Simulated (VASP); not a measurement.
Here is a VASP 6.6.1 calculation.

File INCAR:

```
ALGO = Normal ; EDIFF = 1E-6
ENCUT = 410 ; GGA = PE
GGA_COMPAT = F ; ISIF = 2
ISMEAR = -1 ; ISYM = -1
IVDW = 12 ; LASPH = T
LCHARG = F ; LREAL = Auto
LWAVE = F ; NBANDS = 92
NELM = 120 ; PREC = Accurate
SIGMA = 0.05
```

KPOINTS

```
explicit points
1
Reciprocal
  0.25000000   0.25000000   0.25000000 1
```

Contents of POSCAR:

```
Si3Ge4S14
1.0
    8.0188790000      0.2111490000     -0.3179740000
    0.2111490000      8.0318190000     -0.0335780000
   -0.3179740000     -0.0335780000      8.3953550000
Si S Ge
3 14 4
Direct
    0.7534159048      0.5026290302      0.6556498143
    0.0204573947      0.7639533190      0.8897593901
    0.1918740272      0.3696631420      0.1442747211
    0.5632786626      0.8929339940      0.2673758176
    0.7604710482      0.5433595186      0.9055335893
    0.1679991565      0.2815800969      0.9059868535
    0.7956839403      0.8717290086      0.1790899518
    0.2502512094      0.6155165610      0.1786557201
    0.5053751654      0.4758900273      0.5936334554
    0.5708028346      0.0656016319      0.8139520285
    0.6987926535      0.3058832782      0.2443711843
    0.1854707883      0.2247563788      0.3408042612
    0.8038608995      0.0897087803      0.7127318746
    0.3711513746      0.0613443561      0.6522129568
    0.2738878620      0.7268338856      0.8043766877
    0.8879763857      0.8414842937      0.6464609016
    0.9682947228      0.4874609989      0.5399659111
    0.5195398673      0.1474872618      0.3833556171
    0.3506885072      0.7681919270      0.5351433234
    0.8853650055      0.1331924750      0.1270113520
    0.4485224285      0.4785911129      0.9363945423
```

Potentials or basis: VASP PAW PBE potentials, release 64 (Si, S, Ge_d).

Command:

```console
$ cat potpaw_PBE.64/Si/POTCAR potpaw_PBE.64/S/POTCAR potpaw_PBE.64/Ge_d/POTCAR > POTCAR
$ mpirun -np 1 vasp_std > vasp.out
```

**Question.** Predict the pressure.

**Answer.** -1.8 GPa.

**Question.** What does it give for the dispersion energy per atom?

**Answer.** -0.252 eV.

Forces on the atoms (eV/Å):
```
Si   1.639  0.223  0.502
Si  -0.434 -0.037 -0.120
Si  -0.127  0.359 -1.173
S   -0.062 -0.461  0.197
S    1.101  0.372 -0.266
S    0.225  0.231  1.357
S    0.138  0.155 -0.219
S   -0.025 -0.570 -0.228
S   -0.585 -0.126 -0.625
S    0.903  0.250  0.585
S   -0.486 -0.389  0.058
S    0.303 -0.712  0.277
S   -0.910 -0.501  0.087
S    0.342  0.137 -0.746
S   -0.079 -0.212  0.379
S    0.185  0.551  0.019
S   -1.097  0.139  0.578
Ge  -0.121  0.707 -0.028
Ge  -0.456 -0.227 -0.012
Ge  -0.111 -0.077 -0.148
Ge  -0.345  0.189 -0.473
```

Caveat: the atoms stand as in a frame of molecular dynamics.
